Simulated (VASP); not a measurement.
Crystal: CsI.

```
Cs I
1.0
     4.60808    0.00000    0.00000
     0.00000    4.60808    0.00000
     0.00000    0.00000    4.60808
Cs I
1 1
Cartesian
  0.0000 0.0000 0.0000
  2.3040 2.3040 2.3040
```

Base run:

- Program: VASP 6.6.1
- Functional: PBE-based global hybrid with 75 % exact exchange
- Potentials or basis: VASP PAW PBE potentials, release 64 (Cs_sv, I)
- Cutoff: 400 eV
- k mesh: 4 × 4 × 4
- Occupations: gaussian, width 0.01 eV
- Spin: no spin polarisation

Its results: band gap on the k mesh 9.01 eV (least direct gap 9.13 eV); pressure -0.6 GPa.

The run is repeated on the same cell with these changes: functional from PBE-based global hybrid with 75 % exact exchange to PBE-based screened hybrid with 35 % exact exchange; share of exact exchange from 0.75 to 0.35. What comes out?

Band gap on the k mesh 4.45 eV (least direct gap 4.55 eV); pressure 0.2 GPa.

Caveats: the PAW data sets were made with another functional, which shifts forces and pressure a little; spin-orbit coupling is left out, which moves the levels of the heavy elements.

A k mesh can miss the band edges.
